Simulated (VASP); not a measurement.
A run of VASP 6.6.1:

File INCAR:

```
PREC = Accurate ; ENCUT = 520
EDIFF = 1E-6 ; ISMEAR = 0
SIGMA = 0.15 ; LREAL = F
LASPH = T ; NELM = 150
ALGO = Normal ; ISIF = 2
LWAVE = F ; LCHARG = T
ISPIN = 2 ; MAGMOM = 0.15
LORBIT = 11 ; NUPDOWN = 0.15
LMAXMIX = 4 ; GGA = PS
LELF = T ; LVHAR = T
NBANDS = 15
```

File KPOINTS:

```
Automatic mesh
0
Gamma
  22 22 22
```

The input POSCAR:

```
Pt
1.0
    0.0000000000      1.8335775616      1.8335775616
    1.8335775616      0.0000000000      1.8335775616
    1.8335775616      1.8335775616      0.0000000000
Pt
1
Direct
    0.0000000000      0.0000000000      0.0000000000
```

Potentials or basis: VASP PAW PBE potentials, release 64 (Pt).

Launch:

```sh
$ cat potpaw_PBE.64/Pt/POTCAR > POTCAR
$ mpirun -np 1 vasp_std > vasp.out
```

Hardware: 1 thread of Intel(R) Xeon(R) 6975P-C (Granite Rapids), on a shared host.

How long does it take, and how much memory?

Run time: 44 s on 1 thread of Intel(R) Xeon(R) 6975P-C (Granite Rapids), with other jobs on the host, peak memory 0.2 GiB. Counts: scf iterations 12, k points 328.
